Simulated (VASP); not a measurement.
# Re in VASP: further runs, part 3 of 3

VASP 6.6.1.

### 7 Electric field gradients, PBE

INCAR reads:

```
SYSTEM = Re
PREC = Accurate
ENCUT = 520
EDIFF = 1E-8
ISMEAR = -1
SIGMA = 0.03
LREAL = .FALSE.
LASPH = .TRUE.
NELM = 100
ALGO = Normal
ISIF = 2
LWAVE = .FALSE.
LCHARG = .FALSE.
GGA = PE
LEFG = .TRUE.
NBANDS = 10
```

KPOINTS reads:

```
Automatic mesh
0
G
  14 14 14
  0 0 0
```

POSCAR reads:

```
Re
1.0
    0.0000000000      1.9750000000      1.9750000000
    1.9750000000      0.0000000000      1.9750000000
    1.9750000000      1.9750000000      0.0000000000
Re
1
Direct
    0.0000000000      0.0000000000      0.0000000000
```

Potentials or basis: VASP PAW PBE potentials, release 64 (Re).

Launch:

```
cat potpaw_PBE.64/Re/POTCAR > POTCAR
mpirun -np 1 vasp_std > vasp.out
```

OUTCAR:

```text
SYSTEM = Re
   PREC = Accurate
   ENCUT = 520
   EDIFF = 1E-8
   ISMEAR = -1
   LREAL = .FALSE.
   LASPH = .TRUE.
   NELM = 100
   ISIF = 2
   GGA = PE

 ion  position               nearest neighbor table
   1  0.000  0.000  0.000-

  LATTYP: Found a face centered cubic cell.
 ALAT       =     3.9500000000

  Lattice vectors:

 A1 = (   0.0000000000,   1.9750000000,   1.9750000000)
 A2 = (   1.9750000000,   0.0000000000,   1.9750000000)
 A3 = (   1.9750000000,   1.9750000000,   0.0000000000)

Analysis of symmetry for initial positions (statically):
=====================================================================
 Subroutine PRICEL returns:
 Original cell was already a primitive cell.

 Routine SETGRP: Setting up the symmetry group for a
 face centered cubic supercell.

[... 493 lines left out ...]
  external PRESSURE =     -98.4029641 kB  Pullay stress =       0.0000000 kB

 VOLUME and BASIS-vectors are now :
 -----------------------------------------------------------------------------
  energy-cutoff  :      520.00
  volume of cell :       15.41
      direct lattice vectors                 reciprocal lattice vectors
     0.000000000  1.975000000  1.975000000    -0.253164557  0.253164557  0.253164557
     1.975000000  0.000000000  1.975000000     0.253164557 -0.253164557  0.253164557
     1.975000000  1.975000000  0.000000000     0.253164557  0.253164557 -0.253164557

 POSITION                                       TOTAL-FORCE (eV/Angst)
 -----------------------------------------------------------------------------------
      0.00000      0.00000      0.00000        -0.000000     -0.000000     -0.000000
 -----------------------------------------------------------------------------------
    total drift:                                0.000000     -0.000000     -0.000000

  FREE ENERGIE OF THE ION-ELECTRON SYSTEM (eV)
  ---------------------------------------------------
  free  energy   TOTEN  =       -12.3444057138 eV

  energy  without entropy=      -12.3401194974  energy(sigma->0) =      -12.34226261

 Electric field gradients (V/A^2)
---------------------------------------------------------------------
 ion       V_xx      V_yy      V_zz      V_xy      V_xz      V_yz
---------------------------------------------------------------------
   1      -0.000    -0.000     0.000     0.000     0.000     0.000
---------------------------------------------------------------------

 Electric field gradients after diagonalization (V/A^2)
 (convention: |V_zz| > |V_xx| > |V_yy|)
----------------------------------------------------------------------
 ion       V_xx      V_yy      V_zz     asymmetry (V_yy - V_xx)/ V_zz
----------------------------------------------------------------------
   1      -0.000    -0.000     0.000       0.000
----------------------------------------------------------------------

           NMR quadrupolar parameters

 Cq : quadrupolar parameter    Cq=e*Q*V_zz/h
 eta: asymmetry parameters     (V_yy - V_xx)/ V_zz
 Q  : nuclear electric quadrupole moment in mb (millibarn)
----------------------------------------------------------------------
 ion       Cq(MHz)       eta       Q (mb)
----------------------------------------------------------------------
   1       0.000       0.000       1.000
----------------------------------------------------------------------
```

stdout:

```text
POSCAR found type information on POSCAR Re
 POSCAR found :  1 types and       1 ions
 scaLAPACK will be used
 LDA part: xc-table for (Slater+PW92), standard interpolation
 POSCAR, INCAR and KPOINTS ok, starting setup
 FFT: planning ... GRIDC
 FFT: planning ... GRID_SOFT
 FFT: planning ... GRID
 WAVECAR not read
 entering main loop
 the old and the new charge density differ
 old charge density:     7.00000 new    6.99984
    0.264E-03
 the old and the new charge density differ
 old charge density:     6.99984 new    7.00000
    0.197E-03
ion   1
```

Wall time 46 s (1 thread of AMD EPYC 7R13, shared host); peak memory 0.12 GiB.

Results:

```yaml
Free_energy: -12.3444 eV
Pressure: -9.8 GPa
```

Caveat: without QUAD_EFG the Cq values of the log hold for a quadrupole moment of 1 mb, not for the nuclei; spin-orbit coupling is left out, which moves the levels of the heavy elements.

### 8 Summary

```csv
task,level,spin,cell,k mesh for the DOS,occupations for the DOS,gap on the mesh (eV),pressure (GPa)
electric field gradients,r2SCAN,off,"a = 2.793 Å, angles 60.0°, 1 atom",-,-,none,-15.6
electric field gradients,PBE,off,"a = 2.821, b = 2.821, c = 2.849 Å, angles 59.7, 59.7, 60.7°, 1 atom",-,-,none,-21.5
electric field gradients,PBE,"non-collinear, zero start, SOC","a = 2.793 Å, angles 60.0°, 1 atom",-,-,-,-9.1
electric field gradients,PBE,off,"a = 2.793 Å, angles 60.0°, 1 atom",-,-,none,-9.8
density of states,PBE,off,"a = 2.793 Å, angles 60.0°, 1 atom",21 × 21 × 21,tetrahedron,-,-
```

Alike in all rows: potentials or basis VASP PAW PBE potentials, release 64 (Re); k mesh 14 × 14 × 14; cutoff (eV) 520; smearing fermi-dirac 0.03 eV.

The pressure there spans -15.6 GPa (r2SCAN) to -9.1 GPa (PBE); a positive pressure means that this level wants a larger cell, a negative one a smaller.

Caveats: spin-orbit coupling is left out, which moves the levels of the heavy elements (some runs); the PAW data sets were made with another functional, which shifts forces and pressure a little (some runs).

Total energies depend on the potentials used, so only differences within one code and one set of settings carry meaning.
